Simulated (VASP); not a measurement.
# S (I4/mmm) in VASP: further runs

Runs on S. Level: LDA. Tasks: single point.

Program: VASP 6.6.1. These are calculated values, not measurements. Logs are shortened: lines on timing, memory, paths and dates and some standing lists are left out, and cuts for length are marked.

**1. The cell of the first run**

It takes space group I4/mmm (No. 139, tetragonal). Conventional cell: a = 2.905 Å, b = 2.905 Å, c = 3.869 Å, α = 90.00°, β = 90.00°, γ = 90.00°. Within 3.7 Å of S (site symmetry 4/mmm) lie 12 S at 2.82 to 2.91 Å.

**2. Single point, LDA (strain +0.030 along x and y, -0.030 along z)**

Contents of INCAR:

```
PREC = Accurate ; ENCUT = 520
EDIFF = 1E-6 ; ISMEAR = 0
SIGMA = 0.15 ; LREAL = False
LASPH = True ; NELM = 100
ALGO = Normal ; ISIF = 2
LWAVE = False ; LCHARG = False
GGA = CA ; NBANDS = 9
```

Contents of KPOINTS:

```
regular mesh
0
Gamma
  20 20 20
```

Contents of POSCAR:

```
S
1.0
    0.0000000000      2.0541808543      1.9345198337
    2.0541808543      0.0000000000      1.9345198337
    2.0541808543      2.0541808543      0.0000000000
S
1
Direct
    0.0000000000      0.0000000000      0.0000000000
```

Potentials or basis: VASP PAW LDA potentials, release 64 (S).

Command:

```bash
> cat potpaw_LDA.64/S/POTCAR > POTCAR
> mpirun -np 1 vasp_std > vasp.out
```

OUTCAR:

```text
PREC = Accurate
   ENCUT = 520
   EDIFF = 1E-6
   ISMEAR = 0
   LREAL = False
   LASPH = True
   NELM = 100
   ISIF = 2
   GGA = CA

 ion  position               nearest neighbor table
   1  0.000  0.000  0.000-

  LATTYP: Found a body centered tetragonal cell.
 ALAT       =     2.9050504237
 C/A-ratio  =     1.3318321898

  Lattice vectors:

 A1 = (   0.0000000000,  -2.0541808543,  -1.9345198337)
 A2 = (   0.0000000000,   2.0541808543,  -1.9345198337)
 A3 = (   2.0541808543,   0.0000000000,   1.9345198337)

Analysis of symmetry for initial positions (statically):
=====================================================================
 Subroutine PRICEL returns:
 Original cell was already a primitive cell.

 Routine SETGRP: Setting up the symmetry group for a
 body centered tetragonal supercell.

 Subroutine GETGRP returns: Found 16 space group operations
 (whereof 16 operations were pure point group operations)
 out of a pool of 16 trial point group operations.

The static configuration has the point symmetry D_4h.

Analysis of symmetry for dynamics (positions and initial velocities):
=====================================================================
 Subroutine PRICEL returns:
 Original cell was already a primitive cell.

 Routine SETGRP: Setting up the symmetry group for a
 body centered tetragonal supercell.

 Subroutine GETGRP returns: Found 16 space group operations
 (whereof 16 operations were pure point group operations)
 out of a pool of 16 trial point group operations.

The dynamic configuration has the point symmetry D_4h.

 Subroutine INISYM returns: Found 16 space group operations
 (whereof 16 operations are pure point group operations),
 and found     1 'primitive' translations

----------------------------------------------------------------------------------------

                                     Primitive cell

  volume of cell :      16.3260

  direct lattice vectors                    reciprocal lattice vectors
     0.000000000  2.054180854  1.934519834    -0.243406027  0.243406027  0.258462070
     2.054180854  0.000000000  1.934519834     0.243406027 -0.243406027  0.258462070
     2.054180854  2.054180854  0.000000000     0.243406027  0.243406027 -0.258462070

  length of vectors
     2.821706216  2.821706216  2.905050424     0.430459788  0.430459788  0.430459788

  position of ions in fractional coordinates (direct lattice)
     0.000000000  0.000000000  0.000000000

  ion indices of the primitive-cell ions
   primitive index   ion index
                 1           1

----------------------------------------------------------------------------------------

 KPOINTS: regular mesh

Automatic generation of k-mesh.
 Grid dimensions read from file:
 generate k-points for:   20   20   20

 Generating k-lattice:

  Cartesian coordinates                     Fractional coordinates (reciprocal lattice)
    -0.012170301  0.012170301  0.012923103     0.050000000  0.000000000  0.000000000
     0.012170301 -0.012170301  0.012923103     0.000000000  0.050000000  0.000000000
     0.012170301  0.012170301 -0.012923103     0.000000000  0.000000000  0.050000000

  Length of vectors
     0.021522989  0.021522989  0.021522989

  Shift w.r.t. Gamma in fractional coordinates (k-lattice)
     0.000000000  0.000000000  0.000000000

 Subroutine IBZKPT returns following result:
 ===========================================

 Found    641 irreducible k-points:

 Following reciprocal coordinates:
            Coordinates               Weight
  0.000000  0.000000  0.000000      1.000000
  0.050000  0.000000  0.000000      8.000000
  0.100000  0.000000  0.000000      8.000000
  0.150000  0.000000  0.000000      8.000000
  0.200000  0.000000  0.000000      8.000000
  0.250000  0.000000  0.000000      8.000000
[... 16 lines left out ...]
 -0.400000  0.050000  0.000000      8.000000
 -0.350000  0.050000  0.000000      8.000000
 [... further k-points ...]
   k-points           NKPTS =    641   k-points in BZ     NKDIM =    641   number of bands    NBANDS=      9
   number of dos      NEDOS =    301   number of ions     NIONS =      1
   total plane-waves  NPLWV =  13824
   dimension x,y,z NGX =    24 NGY =   24 NGZ =   24
   dimension x,y,z NGXF=    48 NGYF=   48 NGZF=   48
   ions per type =               1
   NGX,Y,Z   is equivalent  to a cutoff of  14.14, 14.14, 13.73 a.u.
   NGXF,Y,Z  is equivalent  to a cutoff of  28.28, 28.28, 27.47 a.u.
 SYSTEM =  unknown system
   PREC   = accura    normal or accurate (medium, high low for compatibility)
   ISTART =      0    job   : 0-new  1-cont  2-samecut
   ICHARG =      2    charge: 1-file 2-atom 10-const
   ISPIN  =      1    spin polarized calculation?
   LNONCOLLINEAR =      F non collinear calculations
   LSORBIT =      F    spin-orbit coupling
   LASPH  =      T    aspherical Exc in radial PAW
   ENCUT  =  520.0 eV  38.22 Ry    6.18 a.u.   5.25  5.25  5.40*2*pi/ulx,y,z
   NELM   =    100;   NELMIN=  2; NELMDL= -5     # of ELM steps
   EDIFF  = 0.1E-05   stopping-criterion for ELM
   LREAL  =      F    real-space projection
   EDIFFG = 0.1E-04   stopping-criterion for IOM
   NSW    =      0    number of steps for IOM
   IBRION =     -1    ionic relax: 0-MD 1-quasi-New 2-CG
   NFREE  =      0    steps in history (QN), initial steepest desc. (CG)
   ISIF   =      2    stress and relaxation
   ISYM   =      2    0-nonsym 1-usesym 2-fastsym
   POTIM  = 0.5000    time-step for ionic-motion
   TEBEG  =    0.0;   TEEND  =   0.0 temperature during run
   PSTRESS=    0.0 pullay stress
   NELECT =       6.0000    total number of electrons
   NUPDOWN=      -1.0000    fix difference up-down
   EMIN   =  10.00;   EMAX   =-10.00  energy-range for DOS
   EFERMI =   0.00;   METHOD = LEGACY
   ISMEAR =     0;   SIGMA  =   0.15  broadening in eV -4-tet -1-fermi 0-gaus
   EFERMI_NEDOS =   21; number of points for ismear=-14 and -15
   IALGO  =     38    algorithm
   IMIX   =      4    mixing-type and parameters
     AMIX     =   0.40;   BMIX     =  1.00
     AMIX_MAG =   1.60;   BMIX_MAG =  1.00
  volume/ion in A,a.u.               =      16.33       110.17
  Fermi-wavevector in a.u.,A,eV,Ry     =   1.172641  2.215970 18.709193  1.375087
  Thomas-Fermi vector in A             =   2.309066
   LORBIT       =      0    0 simple, 1 ext, 2 COOP (PROOUT), +10 PAW based schemes
   GGA     = CA    functional components
   LHFCALC =     F    Hartree Fock is set to
   AEXX    =    0.0000 exact exchange contribution
   IVDW    =     0    specifies the selected vdW correction
   LEPSILON=     F    determine dielectric tensor
   LRPA    =     F    only Hartree local field effects (RPA)
 non-spin polarized calculation
 Gauss-broadening in eV      SIGMA  =   0.15
  energy-cutoff  :      520.00
  volume of cell :       16.33
 maximum number of plane-waves:       453
 NGX is ok and might be reduce to    24
   NGX = 11   NGY = 11   NGZ = 11

 number of electron       6.0000000 magnetization

 Free energy of the ion-electron system (eV)
  ---------------------------------------------------
  ext. energy  EPLUGINS =         0.00000000
  ---------------------------------------------------
  free energy    TOTEN  =        -3.65823967 eV

  energy without entropy =       -3.64908781  energy(sigma->0) =       -3.65366374

 E-fermi :   6.9158     XC(G=0): -11.2148

 val. band max:        6.9126828510   @ k =   0.3500   0.1000   0.2000
 cond. band min:       6.9182577517   @ k =  -0.2500   0.1000   0.3500
 fundamental gap:      0.0055749008
 Fermi energy:         6.9157614553

 k-point     1 :       0.0000    0.0000    0.0000
  band No.  band energies     occupation
      1      -9.4597      2.00000
      2       9.9270      0.00000
      3       9.9270      0.00000
      4       9.9374      0.00000
      5      18.7915      0.00000
      6      18.7915      0.00000
      7      19.5405      0.00000
      8      20.6368      0.00000
      9      23.3213      0.00000

 k-point     2 :       0.0500    0.0000    0.0000
  band No.  band energies     occupation
      1      -9.4022      2.00000
      2       9.6039      0.00000
      3       9.8714      0.00000
      4       9.9036      0.00000
      5      18.7593      0.00000
      6      18.8931      0.00000
      7      19.5351      0.00000
      8      20.8361      0.00000
      9      23.1646      0.00000

 k-point     3 :       0.1000    0.0000    0.0000
  band No.  band energies     occupation
      1      -9.2303      2.00000
      2       8.7273      0.00000
      3       9.7174      0.00000
      4       9.8197      0.00000
      5      18.4980      0.00000
      6      19.1444      0.00000
      7      19.6814      0.00000
      8      21.4362      0.00000
      9      22.8291      0.00000

 k-point     4 :       0.1500    0.0000    0.0000
  band No.  band energies     occupation
      1      -8.9466      2.00000
      2       7.5078      0.00000
      3       9.4967      0.00000
      4       9.6978      0.00000
      5      18.0357      0.00000
      6      19.3677      0.00000
      7      19.9909      0.00000
      8      22.3097      0.00000
      9      22.6329      0.00000
[... 205 lines left out ...]
 k-point    22 :      -0.4500    0.0500    0.0000
  band No.  band energies     occupation
      1      -5.5847      2.00000
      2      -0.0492      2.00000
      3       8.3018      0.00000
      4       8.7180      0.00000
      5      16.2451      0.00000
      6      17.8222      0.00000
      7      18.6963      0.00000
      8      24.5118      0.00000
      9      27.4945      0.00000

 k-point    23 :      -0.4000    0.0500    0.0000
  band No.  band energies     occupation
      1      -6.0300      2.00000
      2       0.6418      2.00000
      3       8.4369      0.00000
      4       8.6895      0.00000
      5      16.3789      0.00000
      6      17.9135      0.00000
      7      18.7898      0.00000
      8      24.6686      0.00000
      9      27.0513      0.00000

 k-point    24 :      -0.3500    0.0500    0.0000
  band No.  band energies     occupation
      1      -6.6380      2.00000
      2       1.6902      2.00000
      3       8.6219      0.00000
      4       8.7016      0.00000
      5      16.5920      0.00000
      6      18.1295      0.00000
      7      19.0088      0.00000
      8      24.6712      0.00000
      9      25.6802      0.00000

 [... further k-points ...]

------------------------ aborting loop because EDIFF is reached ----------------------------------------

  FORCE on cell =-STRESS in cart. coord.  units (eV):
  Direction    XX          YY          ZZ          XY          YZ          ZX
  --------------------------------------------------------------------------------------
  -------------------------------------------------------------------------------------
  Total       -0.7220216     -0.7220216     -1.1674696      0.0000000      0.0000000      0.0000000
  in kB      -70.8565861    -70.8565861   -114.5712396      0.0000000      0.0000000      0.0000000
  external PRESSURE =     -85.4281373 kB  Pullay stress =       0.0000000 kB

 VOLUME and BASIS-vectors are now :
 -----------------------------------------------------------------------------
  energy-cutoff  :      520.00
  volume of cell :       16.33
      direct lattice vectors                 reciprocal lattice vectors
     0.000000000  2.054180854  1.934519834    -0.243406027  0.243406027  0.258462070
     2.054180854  0.000000000  1.934519834     0.243406027 -0.243406027  0.258462070
     2.054180854  2.054180854  0.000000000     0.243406027  0.243406027 -0.258462070

 POSITION                                       TOTAL-FORCE (eV/Angst)
 -----------------------------------------------------------------------------------
      0.00000      0.00000      0.00000        -0.000000      0.000000      0.000000
 -----------------------------------------------------------------------------------
    total drift:                                0.000000     -0.000000     -0.000000

  FREE ENERGIE OF THE ION-ELECTRON SYSTEM (eV)
  ---------------------------------------------------
  free  energy   TOTEN  =        -3.6582396684 eV

  energy  without entropy=       -3.6490878081  energy(sigma->0) =       -3.65366374
```

Wall time 74 s (1 thread of Intel Xeon 8259CL, shared host); peak memory 0.19 GiB.

Results:

```yaml
Free_energy: -3.6582 eV
Pressure: -8.5 GPa
Band_gap_on_the_k_mesh: zero (bands 3 and 4 overlap by 5.73 eV)
```

Stress tensor (GPa, compression positive):
```
 -7.09   0.00   0.00
  0.00  -7.09   0.00
  0.00   0.00 -11.46
```

Caveat: the cell differs from its parent crystal (strain +0.030 along x and y, -0.030 along z); the cell stands under tension.

**3. Single point, LDA (strain +0.030 along x and y, -0.015 along z)**

Contents of INCAR:

```
SYSTEM = S
PREC = Accurate
ENCUT = 520
EDIFF = 1E-6
ISMEAR = 0
SIGMA = 0.15
LREAL = .False.
LASPH = .True.
NELM = 100
ALGO = Normal
ISIF = 2
LWAVE = .False.
LCHARG = .False.
NBANDS = 9
```

Contents of KPOINTS:

```
Automatic mesh
0
Gamma
  20 20 20
  0 0 0
```

Contents of POSCAR:

```
S
1.0
    0.0000000000      2.0541808543      1.9644350888
    2.0541808543      0.0000000000      1.9644350888
    2.0541808543      2.0541808543      0.0000000000
S
1
Direct
    0.0000000000      0.0000000000      0.0000000000
```

Potentials or basis: VASP PAW LDA potentials, release 64 (S).

Command:

```bash
> cat potpaw_LDA.64/S/POTCAR > POTCAR
> mpirun -np 1 vasp_std > vasp.out
```

Wall time 91 s (1 thread of Intel Xeon 8259CL, shared host); peak memory 0.19 GiB.

The run converged. Its results:

| Item | Value |
| --- | --- |
| Free energy | -3.6400 eV |
| Pressure | -9.5 GPa |
| Band gap on the k mesh | zero (bands 3 and 4 overlap by 5.51 eV) |

Stress tensor (GPa, compression positive):
```
 -8.34   0.00   0.00
  0.00  -8.34   0.00
  0.00   0.00 -11.76
```

Levels at points of the mesh, in eV from the Fermi level:
| k point | band 1 | band 2 | band 3 | band 4 | band 5 | band 6 | band 7 |
| --- | --- | --- | --- | --- | --- | --- | --- |
| (0.00, 0.00, 0.00) | -16.22 | 2.94 | 2.94 | 2.96 | 11.92 | 11.92 | 12.48 |
| (0.50, 0.00, 0.00) | -12.38 | -7.04 | 1.47 | 2.01 | 9.15 | 10.89 | 11.89 |
| (0.50, 0.50, 0.00) | -10.52 | -5.85 | -1.16 | -1.16 | 5.02 | 5.79 | 21.43 |
| (0.50, 0.00, 0.50) | -11.04 | -6.21 | -0.81 | -0.41 | 5.60 | 6.18 | 21.50 |

Caveat: the cell differs from its parent crystal (strain +0.030 along x and y, -0.015 along z); the cell stands under tension.
